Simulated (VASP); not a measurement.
# Sn (Im-3m) in VASP: a series of runs, part 2 of 2

VASP 6.6.1. The steps go on from the part before.

## Step 5: Single point, LDA

This run uses another cell than the first one, of 27.20 Å³/atom, 1.064 times its volume.

File INCAR:

```
SYSTEM = Sn
PREC = Accurate
ENCUT = 520
EDIFF = 1E-7
ISMEAR = -1
SIGMA = 0.05
LREAL = .FALSE.
LASPH = .TRUE.
NELM = 80
ALGO = Normal
ISIF = 2
LWAVE = .FALSE.
LCHARG = .FALSE.
GGA = CA
NBANDS = 13
```

File KPOINTS:

```
Automatic mesh
0
G
  10 10 10
  0 0 0
```

File POSCAR:

```
Sn
1.0
   -1.8946518192      1.8946518192      1.8946518192
    1.8946518192     -1.8946518192      1.8946518192
    1.8946518192      1.8946518192     -1.8946518192
Sn
1
Direct
    0.0000000000      0.0000000000      0.0000000000
```

Potentials or basis: VASP PAW LDA potentials, release 64 (Sn_d).

Launch:

```console
cat potpaw_LDA.64/Sn_d/POTCAR > POTCAR
mpirun -np 1 vasp_std > vasp.out
```

OUTCAR:

```text
SYSTEM = Sn
   PREC = Accurate
   ENCUT = 520
   EDIFF = 1E-7
   ISMEAR = -1
   LREAL = .FALSE.
   LASPH = .TRUE.
   NELM = 80
   ISIF = 2
   GGA = CA

 ion  position               nearest neighbor table
   1  0.000  0.000  0.000-

  LATTYP: Found a body centered cubic cell.
 ALAT       =     3.7893036384

  Lattice vectors:

 A1 = (  -1.8946518192,   1.8946518192,   1.8946518192)
 A2 = (   1.8946518192,  -1.8946518192,   1.8946518192)
 A3 = (   1.8946518192,   1.8946518192,  -1.8946518192)

Analysis of symmetry for initial positions (statically):
=====================================================================
 Subroutine PRICEL returns:
 Original cell was already a primitive cell.

 Routine SETGRP: Setting up the symmetry group for a
 body centered cubic supercell.

 Subroutine GETGRP returns: Found 48 space group operations
[... 9 lines left out ...]

 Routine SETGRP: Setting up the symmetry group for a
 body centered cubic supercell.

 Subroutine GETGRP returns: Found 48 space group operations
[... 11 lines left out ...]
                                     Primitive cell

  volume of cell :      27.2050

  direct lattice vectors                    reciprocal lattice vectors
    -1.894651819  1.894651819  1.894651819     0.000000000  0.263900731  0.263900731
     1.894651819 -1.894651819  1.894651819     0.263900731  0.000000000  0.263900731
     1.894651819  1.894651819 -1.894651819     0.263900731  0.263900731  0.000000000

  length of vectors
     3.281633214  3.281633214  3.281633214     0.373211993  0.373211993  0.373211993

  position of ions in fractional coordinates (direct lattice)
     0.000000000  0.000000000  0.000000000

  ion indices of the primitive-cell ions
   primitive index   ion index
                 1           1

----------------------------------------------------------------------------------------

 KPOINTS: Automatic mesh

[... 80 lines left out ...]
   EMIN   =  10.00;   EMAX   =-10.00  energy-range for DOS
[... 5 lines left out ...]
     AMIX     =   0.40;   BMIX     =  1.00
     AMIX_MAG =   1.60;   BMIX_MAG =  1.00
  volume/ion in A,a.u.               =      27.20       183.59
  Fermi-wavevector in a.u.,A,eV,Ry     =   1.311902  2.479136 23.416813  1.721087
  Thomas-Fermi vector in A             =   2.442332
   LORBIT       =      0    0 simple, 1 ext, 2 COOP (PROOUT), +10 PAW based schemes
   GGA     = CA    functional components
   LHFCALC =     F    Hartree Fock is set to
   AEXX    =    0.0000 exact exchange contribution
   IVDW    =     0    specifies the selected vdW correction
   LEPSILON=     F    determine dielectric tensor
   LRPA    =     F    only Hartree local field effects (RPA)
 non-spin polarized calculation
  energy-cutoff  :      520.00
  volume of cell :       27.20
 maximum number of plane-waves:       751
   NGX = 13   NGY = 13   NGZ = 13

 number of electron      13.9999996 magnetization

 Free energy of the ion-electron system (eV)
  ---------------------------------------------------
  ext. energy  EPLUGINS =         0.00000000
  ---------------------------------------------------
  free energy    TOTEN  =        -4.41106596 eV

  energy without entropy =       -4.40367659  energy(sigma->0) =       -4.40737127

 E-fermi :   7.7600     XC(G=0): -10.6011

 val. band max:        7.6550648844   @ k =   0.2000   0.2000   0.0000
 cond. band min:       7.7611172341   @ k =   0.3000   0.0000   0.0000
 fundamental gap:      0.1060523497
 Fermi energy:         7.7599537577

 k-point     1 :       0.0000    0.0000    0.0000
  band No.  band energies     occupation
      1     -13.6538      2.00000
      2     -13.6538      2.00000
      3     -13.6538      2.00000
      4     -13.5131      2.00000
      5     -13.5131      2.00000
      6      -3.2925      2.00000
      7      15.6240      0.00000
      8      15.6240      0.00000
      9      15.6240      0.00000
     10      20.0140      0.00000
     11      20.0140      0.00000
     12      20.0140      0.00000
     13      20.5953      0.00000
[... 354 lines left out ...]
  band No.  band energies     occupation
      1     -13.6617      2.00000
      2     -13.6161      2.00000
      3     -13.5459      2.00000
      4     -13.5219      2.00000
      5     -13.5107      2.00000
      6      -1.1251      2.00000
      7       7.9386      0.05456
      8      11.6033      0.00000
      9      12.9232      0.00000
     10      16.8310      0.00000
     11      17.8821      0.00000
     12      18.8613      0.00000
     13      24.5896      0.00000

 [... further k-points ...]
[... 5 lines left out ...]
  --------------------------------------------------------------------------------------
  -------------------------------------------------------------------------------------
  Total       -0.5869253     -0.5869253     -0.5869253      0.0000000     -0.0000000     -0.0000000
  in kB      -34.5656846    -34.5656846    -34.5656846      0.0000000     -0.0000000     -0.0000000
  external PRESSURE =     -34.5656846 kB  Pullay stress =       0.0000000 kB

 VOLUME and BASIS-vectors are now :
 -----------------------------------------------------------------------------
  energy-cutoff  :      520.00
  volume of cell :       27.20
      direct lattice vectors                 reciprocal lattice vectors
    -1.894651819  1.894651819  1.894651819     0.000000000  0.263900731  0.263900731
     1.894651819 -1.894651819  1.894651819     0.263900731  0.000000000  0.263900731
     1.894651819  1.894651819 -1.894651819     0.263900731  0.263900731  0.000000000

 POSITION                                       TOTAL-FORCE (eV/Angst)
 -----------------------------------------------------------------------------------
      0.00000      0.00000      0.00000         0.000000     -0.000000      0.000000
 -----------------------------------------------------------------------------------
    total drift:                               -0.000000      0.000000      0.000000

  FREE ENERGIE OF THE ION-ELECTRON SYSTEM (eV)
  ---------------------------------------------------
  free  energy   TOTEN  =        -4.4110659636 eV

  energy  without entropy=       -4.4036765859  energy(sigma->0) =       -4.40737127
```

OSZICAR:

```text
N       E                     dE             d eps       ncg     rms          rms(c)
DAV:   1     0.802767305664E+02    0.80277E+02   -0.71603E+03  1242   0.162E+03
DAV:   2     0.132025548262E+01   -0.78956E+02   -0.76631E+02  1297   0.333E+02
DAV:   3    -0.431051614219E+01   -0.56308E+01   -0.56131E+01  1465   0.735E+01
DAV:   4    -0.442430567721E+01   -0.11379E+00   -0.11376E+00  1447   0.111E+01
DAV:   5    -0.442827489099E+01   -0.39692E-02   -0.39692E-02  1584   0.206E+00    0.135E+00
DAV:   6    -0.441568269185E+01    0.12592E-01   -0.11648E-02  1507   0.183E+00    0.737E-01
DAV:   7    -0.441131720151E+01    0.43655E-02   -0.68945E-03  1522   0.129E+00    0.996E-02
DAV:   8    -0.441106510305E+01    0.25210E-03   -0.60857E-04  1497   0.429E-01    0.199E-02
DAV:   9    -0.441106599807E+01   -0.89502E-06   -0.10890E-05  1611   0.382E-02    0.129E-02
DAV:  10    -0.441106596355E+01    0.34516E-07   -0.87788E-07  1535   0.877E-03
   1 F= -.44110660E+01 E0= -.44073713E+01  d E =-.738938E-02
```

Wall time 23 s (1 thread of AMD EPYC 7R13, shared host); peak memory 0.1 GiB.

What came out:

| Property | Result |
| --- | --- |
| Free energy | -4.4111 eV |
| Pressure | -3.5 GPa |
| Band gap on the k mesh | zero (band 7 reaches 15.62 eV, above the bottom of band 8 at 5.56 eV) |

Caveat: spin-orbit coupling is left out, which moves the levels of the heavy elements.

## Step 6: Overview

| cell | gap on the mesh (eV) | pressure (GPa) |
| --- | --- | --- |
| a = 3.215 Å, angles 109.5°, 1 atom | none | -0.6 |
| a = 3.237 Å, angles 109.5°, 1 atom | none | -1.7 |
| a = 3.260 Å, angles 109.5°, 1 atom | none | -2.6 |
| a = 3.282 Å, angles 109.5°, 1 atom | none | -3.5 |

Alike in all rows: task single point; level LDA; potentials or basis VASP PAW LDA potentials, release 64 (Sn_d); no spin polarisation; k mesh 10 × 10 × 10; cutoff (eV) 520; smearing fermi-dirac 0.05 eV.

Caveats: spin-orbit coupling is left out, which moves the levels of the heavy elements.

Absolute energies hang on the potentials; compare differences alone.
